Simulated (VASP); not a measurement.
Here is a VASP 6.6.1 calculation.

INCAR

```
SYSTEM = NiSb
PREC = Accurate
ENCUT = 600
EDIFF = 1E-6
ISMEAR = 0
SIGMA = 0.1
LREAL = .FALSE.
LASPH = .TRUE.
NELM = 100
ALGO = Normal
ISIF = 4
LWAVE = .FALSE.
LCHARG = .FALSE.
GGA = PE
IBRION = 2
NSW = 50
EDIFFG = -0.01
```

KPOINTS

```
regular mesh
0
G
  12 12 8
  0 0 0
```

POSCAR

```
NiSb
1.0
    4.0150272806      0.0000000000      0.0000000000
   -2.0075136403      3.4771156219      0.0000000000
    0.0000000000      0.0000000000      5.2079101545
Ni Sb
2 2
Direct
    0.0000000000      0.0000000000      0.0000000000
    0.0000000000      0.0000000000      0.5000000000
    0.3333333333      0.6666666667      0.2500000000
    0.6666666667      0.3333333333      0.7500000000
```

Potentials or basis: VASP PAW PBE potentials, release 64 (Ni, Sb).

Command:

```console
$ cat potpaw_PBE.64/Ni/POTCAR potpaw_PBE.64/Sb/POTCAR > POTCAR
$ mpirun -np 1 vasp_std > vasp.out
```

Q: Predict the band gap on the k mesh.

A: Zero (bands 15 and 16 overlap by 3.10 eV).

Final structure:
```yaml
crystal:
  lattice:
    - [4.01380, 0.00000, 0.00000]
    - [-2.00690, 3.47605, 0.00000]
    - [0.00000, 0.00000, 5.21110]
  atoms:
    - { symbol: Ni, position: [0.00000, 0.00000, 0.00000] }
    - { symbol: Ni, position: [0.00000, 0.00000, 0.50000] }
    - { symbol: Sb, position: [0.33333, 0.66667, 0.25000] }
    - { symbol: Sb, position: [0.66667, 0.33333, 0.75000] }
```

Caveat: spin-orbit coupling is left out, which moves the levels of the heavy elements. Spin polarisation is off, so any magnetic state and its effect on volume and gap are missing.
